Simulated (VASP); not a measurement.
Write the native input for VASP 6.6.1 that does the following.

```
Task                   : relaxation of cell and atoms
Functional             : PBE
Potentials or basis    : VASP PAW PBE potentials, release 64 (Bi_d)
Cutoff                 : 600 eV
k mesh                 : 6 × 6 × 4
Occupations            : gaussian, width 0.1 eV
Spin                   : no spin polarisation
Dipole correction      : no
Further INCAR settings : ALGO = Normal; EDIFF = 1e-06; IBRION = 2; EDIFFG = -0.04; NSW = 90; ISIF = 3
```

The structure of Bi lies in POSCAR:

```
Bi
1.0
    2.7043222400      0.0000000000      0.0000000000
    0.0000000000      2.7043222400      0.0000000000
    0.0000000000      0.0000000000      4.9665648200
Bi
1
Direct
    0.5000000000      0.5000000000      0.0000000000
```

The input as run:

INCAR

```
SYSTEM = Bi
PREC = Accurate ; ENCUT = 600
EDIFF = 1E-6 ; ISMEAR = 0
SIGMA = 0.1 ; LREAL = .FALSE.
LASPH = .TRUE. ; NELM = 60
ALGO = Normal ; ISIF = 3
LWAVE = .FALSE. ; LCHARG = .FALSE.
GGA = PE ; IBRION = 2
NSW = 90 ; EDIFFG = -0.04
```

KPOINTS

```
Automatic mesh
0
G
  6 6 4
  0 0 0
```

Potentials or basis: VASP PAW PBE potentials, release 64 (Bi_d).

Command:

```console
$ cat potpaw_PBE.64/Bi_d/POTCAR > POTCAR
$ mpirun -np 1 vasp_std > vasp.out
```

Results of the run:

- Relaxed volume: 35.52 Å³/atom
- Relaxed cell: a = 3.196 Å, b = 3.196 Å, c = 3.477 Å, α = 90.00°, β = 90.00°, γ = 90.00°
- Space group after relaxing (to 0.05 Å): P4/mmm (No. 123)
- Energy gained by relaxing: 1559.9 meV/atom
- Ionic steps: 17
- Pressure after relaxing: 0.1 GPa

Caveat: the k points lie up to 0.45 Å⁻¹ apart in the final cell.

It took 97 s on 1 thread of Intel Xeon 6975P-C (shared host), peak memory 0.17 GiB.
